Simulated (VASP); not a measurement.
# Nb2Cl3 (P-3m1) in VASP: notebook

Runs on Nb2Cl3. Level: PBE. Tasks: single point.

Program: VASP 6.6.1. These are calculated values, not measurements. Logs are shortened: lines on timing, memory, paths and dates and some standing lists are left out, and cuts for length are marked.

## 1. The cell of the first run

The structure is trigonal, space group P-3m1 (No. 164). Conventional cell: a = 4.298 Å, b = 4.298 Å, c = 6.687 Å, α = 90.00°, β = 90.00°, γ = 120.00°. Nb (site symmetry 3m) has 7 Cl at 2.59 to 2.97 Å within 3.4 Å. Cl (site symmetry -3m) has 6 Nb at 2.97 Å and 6 Cl at 3.43 Å within 3.9 Å. Cl (site symmetry 3m) has 4 Nb at 2.59 to 2.67 Å and 6 Cl at 3.15 to 3.43 Å within 3.5 Å.

## 2. Single point, PBE

Input file INCAR:

```
ALGO = Normal
EDIFF = 1E-6
ENCUT = 520
GGA = PE
ISIF = 2
ISMEAR = 0
LASPH = T
LCHARG = F
LREAL = F
LWAVE = F
NBANDS = 32
NELM = 60
PREC = Accurate
SIGMA = 0.1
```

Input file KPOINTS:

```
k-points
0
Gamma
  6 6 4
```

Input file POSCAR:

```
Nb2Cl3
1.0
    4.2981617067      0.0000000000      0.0000000000
   -2.1490808534      3.7223172276      0.0000000000
    0.0000000000      0.0000000000      6.6872414371
Nb Cl
2 3
Direct
    0.3333333333      0.6666666667      0.2450000000
    0.6666666667      0.3333333333      0.7550000000
    0.0000000000      0.0000000000      0.0000000000
    0.3333333333      0.6666666667      0.6450000000
    0.6666666667      0.3333333333      0.3550000000
```

Potentials or basis: VASP PAW PBE potentials, release 64 (Nb_sv, Cl).

On the command line:

```bash
cat potpaw_PBE.64/Nb_sv/POTCAR potpaw_PBE.64/Cl/POTCAR > POTCAR
mpirun -np 1 vasp_std > vasp.out
```

OUTCAR:

```text
EDIFF = 1E-6
   ENCUT = 520
   GGA = PE
   ISIF = 2
   ISMEAR = 0
   LASPH = T
   LREAL = F
   NELM = 60
   PREC = Accurate

 ion  position               nearest neighbor table
   1  0.333  0.667  0.245-   5 2.59   5 2.59   5 2.59   4 2.67
   2  0.667  0.333  0.755-   4 2.59   4 2.59   4 2.59   5 2.67
   3  0.000  0.000  0.000-
   4  0.333  0.667  0.645-   2 2.59   2 2.59   2 2.59   1 2.67
   5  0.667  0.333  0.355-   1 2.59   1 2.59   1 2.59   2 2.67

  LATTYP: Found a hexagonal cell.
 ALAT       =     4.2981617067
 C/A-ratio  =     1.5558375635

  Lattice vectors:

 A1 = (   4.2981617067,   0.0000000000,   0.0000000000)
 A2 = (  -2.1490808534,   3.7223172276,   0.0000000000)
 A3 = (   0.0000000000,   0.0000000000,   6.6872414371)

Analysis of symmetry for initial positions (statically):
=====================================================================
 Subroutine PRICEL returns:
 Original cell was already a primitive cell.

 Routine SETGRP: Setting up the symmetry group for a
 hexagonal supercell.

 Subroutine GETGRP returns: Found 12 space group operations
 (whereof 12 operations were pure point group operations)
 out of a pool of 24 trial point group operations.

The static configuration has the point symmetry D_3d.

Analysis of symmetry for dynamics (positions and initial velocities):
=====================================================================
 Subroutine PRICEL returns:
 Original cell was already a primitive cell.

 Routine SETGRP: Setting up the symmetry group for a
 hexagonal supercell.

 Subroutine GETGRP returns: Found 12 space group operations
 (whereof 12 operations were pure point group operations)
 out of a pool of 24 trial point group operations.

The dynamic configuration has the point symmetry D_3d.

 Subroutine INISYM returns: Found 12 space group operations
 (whereof 12 operations are pure point group operations),
 and found     1 'primitive' translations

----------------------------------------------------------------------------------------

                                     Primitive cell

  volume of cell :     106.9900

  direct lattice vectors                    reciprocal lattice vectors
     4.298161707  0.000000000  0.000000000     0.232657603  0.134324930  0.000000000
    -2.149080853  3.722317228  0.000000000     0.000000000  0.268649859  0.000000000
     0.000000000  0.000000000  6.687241437     0.000000000  0.000000000  0.149538492

  length of vectors
     4.298161707  4.298161707  6.687241437     0.268649859  0.268649859  0.149538492

  position of ions in fractional coordinates (direct lattice)
     0.333333333  0.666666667  0.245000000
     0.666666667  0.333333333  0.755000000
     0.000000000  0.000000000  0.000000000
     0.333333333  0.666666667  0.645000000
     0.666666667  0.333333333  0.355000000

  ion indices of the primitive-cell ions
   primitive index   ion index
                 1           1
                 2           2
                 3           3
                 4           4
                 5           5

----------------------------------------------------------------------------------------

 KPOINTS: k-points

Automatic generation of k-mesh.
 Grid dimensions read from file:
 generate k-points for:    6    6    4

 Generating k-lattice:

  Cartesian coordinates                     Fractional coordinates (reciprocal lattice)
     0.038776267  0.022387488  0.000000000     0.166666667  0.000000000  0.000000000
     0.000000000  0.044774977  0.000000000     0.000000000  0.166666667  0.000000000
     0.000000000  0.000000000  0.037384623     0.000000000  0.000000000  0.250000000

  Length of vectors
     0.044774977  0.044774977  0.037384623

  Shift w.r.t. Gamma in fractional coordinates (k-lattice)
     0.000000000  0.000000000  0.000000000

 Subroutine IBZKPT returns following result:
 ===========================================

 Found     24 irreducible k-points:

 Following reciprocal coordinates:
            Coordinates               Weight
  0.000000  0.000000  0.000000      1.000000
  0.166667 -0.000000  0.000000      6.000000
  0.333333  0.000000  0.000000      6.000000
  0.500000 -0.000000  0.000000      3.000000
  0.166667  0.166667  0.000000      6.000000
  0.333333  0.166667  0.000000     12.000000
[... 16 lines left out ...]
  0.333333  0.166667  0.500000     12.000000
  0.333333  0.333333  0.500000      2.000000
   k-points           NKPTS =     24   k-points in BZ     NKDIM =     24   number of bands    NBANDS=     32
   number of dos      NEDOS =    301   number of ions     NIONS =      5
   total plane-waves  NPLWV =  51200
   dimension x,y,z NGX =    32 NGY =   32 NGZ =   50
   dimension x,y,z NGXF=    64 NGYF=   64 NGZF=  100
   ions per type =               2   3
   NGX,Y,Z   is equivalent  to a cutoff of  12.38, 12.38, 12.43 a.u.
   NGXF,Y,Z  is equivalent  to a cutoff of  24.75, 24.75, 24.86 a.u.
 SYSTEM =  unknown system
   PREC   = accura    normal or accurate (medium, high low for compatibility)
   ISTART =      0    job   : 0-new  1-cont  2-samecut
   ICHARG =      2    charge: 1-file 2-atom 10-const
   ISPIN  =      1    spin polarized calculation?
   LNONCOLLINEAR =      F non collinear calculations
   LSORBIT =      F    spin-orbit coupling
   LASPH  =      T    aspherical Exc in radial PAW
   ENCUT  =  520.0 eV  38.22 Ry    6.18 a.u.   7.99  7.99 12.43*2*pi/ulx,y,z
   NELM   =     60;   NELMIN=  2; NELMDL= -5     # of ELM steps
   EDIFF  = 0.1E-05   stopping-criterion for ELM
   LREAL  =      F    real-space projection
   EDIFFG = 0.1E-04   stopping-criterion for IOM
   NSW    =      0    number of steps for IOM
   IBRION =     -1    ionic relax: 0-MD 1-quasi-New 2-CG
   NFREE  =      0    steps in history (QN), initial steepest desc. (CG)
   ISIF   =      2    stress and relaxation
   ISYM   =      2    0-nonsym 1-usesym 2-fastsym
   POTIM  = 0.5000    time-step for ionic-motion
   TEBEG  =    0.0;   TEEND  =   0.0 temperature during run
   PSTRESS=    0.0 pullay stress
   NELECT =      47.0000    total number of electrons
   NUPDOWN=      -1.0000    fix difference up-down
   EMIN   =  10.00;   EMAX   =-10.00  energy-range for DOS
   EFERMI =   0.00;   METHOD = LEGACY
   ISMEAR =     0;   SIGMA  =   0.10  broadening in eV -4-tet -1-fermi 0-gaus
   EFERMI_NEDOS =   21; number of points for ismear=-14 and -15
   IALGO  =     38    algorithm
   IMIX   =      4    mixing-type and parameters
     AMIX     =   0.40;   BMIX     =  1.00
     AMIX_MAG =   1.60;   BMIX_MAG =  1.00
  volume/ion in A,a.u.               =      21.40       144.40
  Fermi-wavevector in a.u.,A,eV,Ry     =   1.244495  2.351754 21.072257  1.548767
  Thomas-Fermi vector in A             =   2.378759
   LORBIT       =      0    0 simple, 1 ext, 2 COOP (PROOUT), +10 PAW based schemes
   GGA     = PE    functional components
   LHFCALC =     F    Hartree Fock is set to
   AEXX    =    0.0000 exact exchange contribution
   IVDW    =     0    specifies the selected vdW correction
   LEPSILON=     F    determine dielectric tensor
   LRPA    =     F    only Hartree local field effects (RPA)
 non-spin polarized calculation
 Gauss-broadening in eV      SIGMA  =   0.10
  energy-cutoff  :      520.00
  volume of cell :      106.99
 maximum number of plane-waves:      2916
   NGX = 15   NGY = 15   NGZ = 25

 number of electron      47.0000000 magnetization

 Free energy of the ion-electron system (eV)
  ---------------------------------------------------
  ext. energy  EPLUGINS =         0.00000000
  ---------------------------------------------------
  free energy    TOTEN  =       -24.55476154 eV

  energy without entropy =      -24.50626562  energy(sigma->0) =      -24.53051358

 E-fermi :   7.7528     XC(G=0): -10.1904

 val. band max:        7.7285634680   @ k =   0.1667  -0.0000   0.0000
 cond. band min:       7.7558577648   @ k =   0.5000  -0.0000   0.2500
 fundamental gap:      0.0272942968
 Fermi energy:         7.7528022842

 k-point     1 :       0.0000    0.0000    0.0000
  band No.  band energies     occupation
      1     -48.0879      2.00000
      2     -48.0855      2.00000
      3     -24.2273      2.00000
      4     -24.1794      2.00000
      5     -24.1794      2.00000
      6     -24.1751      2.00000
[... 24 lines left out ...]
     31       9.8913      0.00000
     32      11.3018      0.00000

 k-point     2 :       0.1667   -0.0000    0.0000
  band No.  band energies     occupation
      1     -48.0874      2.00000
      2     -48.0854      2.00000
      3     -24.2233      2.00000
      4     -24.1885      2.00000
      5     -24.1818      2.00000
      6     -24.1807      2.00000
[... 24 lines left out ...]
     31       9.7841      0.00000
     32      11.8496      0.00000

 k-point     3 :       0.3333    0.0000    0.0000
  band No.  band energies     occupation
      1     -48.0865      2.00000
      2     -48.0852      2.00000
      3     -24.2149      2.00000
      4     -24.2070      2.00000
      5     -24.1972      2.00000
      6     -24.1864      2.00000
[... 24 lines left out ...]
     31      10.8575      0.00000
     32      11.5235      0.00000

 k-point     4 :       0.5000   -0.0000    0.0000
  band No.  band energies     occupation
      1     -48.0860      2.00000
      2     -48.0852      2.00000
      3     -24.2170      2.00000
      4     -24.2133      2.00000
      5     -24.1999      2.00000
      6     -24.1886      2.00000
[... 654 lines left out ...]
     31      10.7210      0.00000
     32      11.4745      0.00000

 k-point    23 :       0.3333    0.1667    0.5000
  band No.  band energies     occupation
      1     -48.0856      2.00000
      2     -48.0856      2.00000
      3     -24.2223      2.00000
      4     -24.2178      2.00000
      5     -24.1891      2.00000
      6     -24.1883      2.00000
[... 24 lines left out ...]
     31      11.2066      0.00000
     32      11.7816      0.00000

 k-point    24 :       0.3333    0.3333    0.5000
  band No.  band energies     occupation
      1     -48.0855      2.00000
      2     -48.0855      2.00000
      3     -24.2198      2.00000
      4     -24.2198      2.00000
      5     -24.1947      2.00000
      6     -24.1929      2.00000
[... 24 lines left out ...]
     31      11.6512      0.00000
     32      11.6513      0.00000

------------------------ aborting loop because EDIFF is reached ----------------------------------------

  FORCE on cell =-STRESS in cart. coord.  units (eV):
  Direction    XX          YY          ZZ          XY          YZ          ZX
  --------------------------------------------------------------------------------------
  -------------------------------------------------------------------------------------
  Total       -5.0011554     -5.0011554     -3.9975418      0.0000000      0.0000000      0.0000000
  in kB      -74.8924081    -74.8924081    -59.8632737      0.0000000      0.0000000      0.0000000
  external PRESSURE =     -69.8826967 kB  Pullay stress =       0.0000000 kB

 VOLUME and BASIS-vectors are now :
 -----------------------------------------------------------------------------
  energy-cutoff  :      520.00
  volume of cell :      106.99
      direct lattice vectors                 reciprocal lattice vectors
     4.298161707  0.000000000  0.000000000     0.232657603  0.134324930  0.000000000
    -2.149080853  3.722317228  0.000000000     0.000000000  0.268649859  0.000000000
     0.000000000  0.000000000  6.687241437     0.000000000  0.000000000  0.149538492

 POSITION                                       TOTAL-FORCE (eV/Angst)
 -----------------------------------------------------------------------------------
     -0.00000      2.48154      1.63837        -0.000000     -0.000000     -0.814791
      2.14908      1.24077      5.04887         0.000000      0.000000      0.814791
      0.00000      0.00000      0.00000        -0.000000      0.000000      0.000000
     -0.00000      2.48154      4.31327        -0.000000     -0.000000      0.043042
      2.14908      1.24077      2.37397         0.000000      0.000000     -0.043042
 -----------------------------------------------------------------------------------
    total drift:                               -0.000000      0.000000      0.000000

  FREE ENERGIE OF THE ION-ELECTRON SYSTEM (eV)
  ---------------------------------------------------
  free  energy   TOTEN  =       -24.5547615382 eV

  energy  without entropy=      -24.5062656225  energy(sigma->0) =      -24.53051358
```

Run time: 30 s. Hardware: 1 thread of Intel Xeon 6975P-C (Granite Rapids), shared host; peak memory 0.24 GiB.

Results:

```
Free energy            : -24.5548 eV
Pressure               : -7.0 GPa
Largest force          : 0.815 eV/Å
Band gap on the k mesh : zero (an odd number of electrons rules out a gap without spin polarisation)
```

Forces in eV/Å, atoms in the order of the input:
```
Nb   0.000  0.000 -0.815
Nb   0.000  0.000  0.815
Cl   0.000  0.000  0.000
Cl   0.000  0.000  0.043
Cl   0.000  0.000 -0.043
```

Caveat: the cell stands under tension; an odd number of electrons without spin polarisation forces a metal; a magnetic or distorted state may lie lower.

## 3. Single point, PBE, collinear spin

This run uses another cell than the first one, of 23.11 Å³/atom.

Input file INCAR:

```
  PREC = Accurate
  ENCUT = 520
  EDIFF = 1E-6
  ISMEAR = 0
  SIGMA = 0.1
  LREAL = False
  LASPH = True
  NELM = 150
  ALGO = Normal
  ISIF = 2
  LWAVE = False
  LCHARG = False
  ISPIN = 2
  MAGMOM = 2.03 2.03 0 0 0
  LORBIT = 11
  LMAXMIX = 4
  GGA = PE
  NBANDS = 36
```

Input file KPOINTS:

```
Automatic mesh
0
Gamma
  6 6 4
```

Input file POSCAR:

```
Nb2Cl3
1.0
    3.8626467484      0.0000000000      0.0000000000
   -1.9313233742      3.3451502100      0.0000000000
    0.0000000000      0.0000000000      8.9437836143
Nb Cl
2 3
Direct
    0.3333333333      0.6666666667      0.1140497179
    0.6666666667      0.3333333333      0.8859502821
    0.0000000000      0.0000000000      0.0000000000
    0.3333333333      0.6666666667      0.7072185335
    0.6666666667      0.3333333333      0.2927814665
```

Potentials or basis: VASP PAW PBE potentials, release 64 (Nb_sv, Cl).

On the command line:

```bash
cat potpaw_PBE.64/Nb_sv/POTCAR potpaw_PBE.64/Cl/POTCAR > POTCAR
mpirun -np 1 vasp_std > vasp.out
```

It took 2.3 min on 1 thread of Intel Xeon 6975P-C (Granite Rapids), shared host; peak memory 0.37 GiB.

The run converged. Its results:

* Free energy: -27.2722 eV
* Pressure: 0.0 GPa
* Largest force: 0.015 eV/Å
* Band gap on the k mesh: zero (filled and empty bands overlap)
* Net moment: 1.02 μB per cell
* Site moments: Nb +0.38; Cl -0.01, +0.01 (each value once) μB
* Valence electrons inside the program's atomic spheres: Nb 10.70; Cl 5.09, 5.10 (each value once)

Forces on the atoms (eV/Å):
```
Nb   0.000  0.000  0.012
Nb   0.000  0.000 -0.012
Cl   0.000  0.000  0.000
Cl   0.000  0.000  0.015
Cl   0.000  0.000 -0.015
```

Stress tensor (GPa, compression positive):
```
-0.01  0.00  0.00
 0.00 -0.01  0.00
 0.00  0.00 -0.11
```

Levels at points of the mesh, in eV from the Fermi level:
Spin up:
```
           k point  band 21  band 22  band 23  band 24  band 25  band 26  band 27  band 28
(0.00, 0.00, 0.00)    -2.64    -2.64    -0.57    -0.27     0.23     0.23     1.04     1.04
(0.50, 0.00, 0.00)    -2.82    -0.93    -0.38    -0.25    -0.18     0.99     1.04     1.88
(0.00, 0.00, 0.50)    -2.64    -2.64    -0.57    -0.23     0.24     0.24     1.04     1.04
(0.50, 0.00, 0.50)    -2.80    -0.93    -0.37    -0.25    -0.19     0.94     1.01     1.86
```
Spin down:
```
           k point  band 19  band 20  band 21  band 22  band 23  band 24  band 25  band 26  band 27  band 28
(0.00, 0.00, 0.00)    -4.48    -4.48    -2.45    -2.45    -0.18     0.10     0.52     0.52     1.23     1.23
(0.50, 0.00, 0.00)    -5.07    -5.07    -2.60    -0.68     0.03     0.15     0.16     1.21     1.30     2.06
(0.00, 0.00, 0.50)    -4.50    -4.50    -2.45    -2.45    -0.17     0.17     0.53     0.53     1.23     1.23
(0.50, 0.00, 0.50)    -5.04    -5.03    -2.57    -0.68     0.03     0.14     0.16     1.20     1.25     2.04
```

Caveat: this functional lacks dispersion, which binds the layers, so the pressure and a relaxed spacing across them are unreliable.
